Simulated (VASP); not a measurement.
## Li: relaxation of cell and atoms with PBE+D3(BJ)

The system is Li.

```
CELL_PARAMETERS angstrom
2.94640 0.00000 0.00000
-1.47320 2.55166 0.00000
0.00000 0.00000 9.71210
ATOMIC_POSITIONS crystal
Li 0.00000 0.00000 0.00000
Li 0.33333 0.66667 0.25000
Li 0.00000 0.00000 0.50000
Li 0.66667 0.33333 0.75000
```

This isn't the form of Li at room conditions, which is bcc.

* Program: VASP 6.6.1
* Task: relaxation of cell and atoms
* Functional: PBE
* Dispersion: D3(BJ)
* Potentials or basis: VASP PAW PBE potentials, release 64 (Li_sv)
* Cutoff: 600 eV
* k mesh: 18 × 18 × 6
* Occupations: gaussian, width 0.1 eV
* Spin: no spin polarisation
* Dipole correction: no
* Further INCAR settings: ALGO = Fast; EDIFF = 1e-06; IBRION = 2; EDIFFG = -0.005; NSW = 100; ISIF = 3

- Relaxed volume: 18.10 Å³/atom
- Relaxed cell: a = 2.942 Å, b = 2.942 Å, c = 9.655 Å, α = 90.00°, β = 90.00°, γ = 120.00°
- Space group after relaxing (to 0.1 Å): P6_3/mmc (No. 194)
- Energy gained by relaxing: 0.1 meV/atom
- Ionic steps: 5
- Pressure after relaxing: 0.0 GPa
- Band gap on the k mesh: zero (bands 6 and 7 overlap by 4.22 eV)
- Dispersion energy per atom: -0.189 eV

The path:
```
step  energy change (eV)  largest force (eV/Å)  pressure (GPa)  volume (Å³)
   1              0.0000                0.0000           -0.07        73.02
   2             -0.0001                0.0000           -0.10        72.93
   3             -0.0003                0.0000           -0.06        72.66
   4             -0.0002                0.0000            0.06        72.12
   5             -0.0003                0.0000            0.03        72.39
```

Final structure:
```xyz
4
Lattice="2.9424 0.0000 0.0000 -1.4712 2.5482 0.0000 0.0000 0.0000 9.6548" Properties=species:S:1:pos:R:3 pbc="T T T"
Li    0.0000    0.0000    0.0000
Li    0.0000    1.6988    2.4137
Li    0.0000    0.0000    4.8274
Li    1.4712    0.8494    7.2411
```

Levels at points of the mesh, in eV from the Fermi level:
| k point | band 3 | band 4 | band 5 | band 6 | band 7 | band 8 | band 9 | band 10 |
| --- | --- | --- | --- | --- | --- | --- | --- | --- |
| (0.00, 0.00, 0.00) | -46.32 | -46.30 | -3.69 | -2.54 | -2.54 | -0.08 | 3.29 | 8.58 |
| (0.50, 0.00, 0.00) | -46.30 | -46.29 | -0.07 | 0.55 | 0.72 | 1.39 | 3.76 | 3.79 |
| (0.00, 0.00, 0.50) | -46.31 | -46.31 | -3.40 | -3.40 | -1.18 | -1.18 | 5.10 | 5.10 |
| (0.50, 0.00, 0.50) | -46.29 | -46.29 | 0.12 | 0.12 | 1.16 | 1.16 | 4.05 | 4.05 |

It took 3.6 min on 1 thread of Intel(R) Xeon(R) 6975P-C (Granite Rapids), with other jobs on the host, peak memory 0.27 GiB.

Caveat: the cutoff is under 1.25 times the usual one of these potentials, so pressure, stress and relaxed cells hold a basis-set (Pulay) error.
